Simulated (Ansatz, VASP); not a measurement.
One calculation of Mn, two programs

Contents of INCAR:

```
SYSTEM = Mn
ALGO = Normal ; EDIFF = 1E-6
ENCUT = 520 ; GGA = PE
ISIF = 2 ; ISMEAR = -1
ISPIN = 2 ; LASPH = .TRUE.
LCHARG = .TRUE. ; LELF = .TRUE.
LMAXMIX = 4 ; LORBIT = 11
LREAL = .FALSE. ; LVHAR = .TRUE.
LWAVE = .FALSE. ; MAGMOM = 2 2
NBANDS = 24 ; NELM = 150
NUPDOWN = 4.0 ; PREC = Accurate
SIGMA = 0.05
```

File KPOINTS:

```
k-points
0
G
  12 12 7
  0 0 0
```

File POSCAR:

```
Mn
1.0
    2.4836457705      0.0000000000      0.0000000000
   -1.2418228853      2.1509003313      0.0000000000
    0.0000000000      0.0000000000      4.0261950000
Mn
2
Direct
    0.3333333333      0.6666666667      0.2500000000
    0.6666666667      0.3333333333      0.7500000000
```

File input.yaml:

```yaml
crystal:
  lattice:
    - [2.4836457705, 0.0, 0.0]
    - [-1.2418228853, 2.1509003313, 0.0]
    - [0.0, 0.0, 4.026195]
  atoms:
    - { symbol: Mn, position: [0.3333333333, 0.6666666667, 0.25], spin: 2.0 }
    - { symbol: Mn, position: [0.6666666667, 0.3333333333, 0.75], spin: 2.0 }
kpoints:
  mp_grid: { grid: [12, 12, 7] }
scf:
  occupations: { method: fermi_dirac, width: 0.05 }
hamiltonian:
  xc: pbe
  pseudopotentials: { kind: all_electron, lapw: { basis_error: 0.001 } }
magnetization:
  spin_polarized: true
  initial_magnetization: 4.0
  spin_locking: { lock_magnetization: hard }
output:
  forces: true
  stress: true
  eigenvalues: true
```

Alike in both runs: task single point; functional PBE; k mesh 12 × 12 × 7; occupations fermi-dirac, width 0.05 eV; collinear spin; fixed moment 4 μB.

|  | VASP | Ansatz |
| --- | --- | --- |
| version | VASP 6.6.1 | Ansatz 0.2.0 |
| potentials or method | VASP PAW PBE potentials, release 64 (Mn_pv), cutoff 520 eV | all-electron LAPW, scalar-relativistic |

VASP gave:

- pressure (GPa): 26.5
- traceless stress, the component that is largest in VASP (GPa): 4.94
- size of the moment on the site where the two differ most (μB): 1.93

Question: What did Ansatz give for the same quantities?

Answer: Pressure (GPa): 26.7; traceless stress, the component that is largest in VASP (GPa): 5.17; size of the moment on the site where the two differ most (μB): 1.96.

Site moments also hang on the region over which each program counts them. Ansatz ran all-electron here, and VASP with PAW potentials.
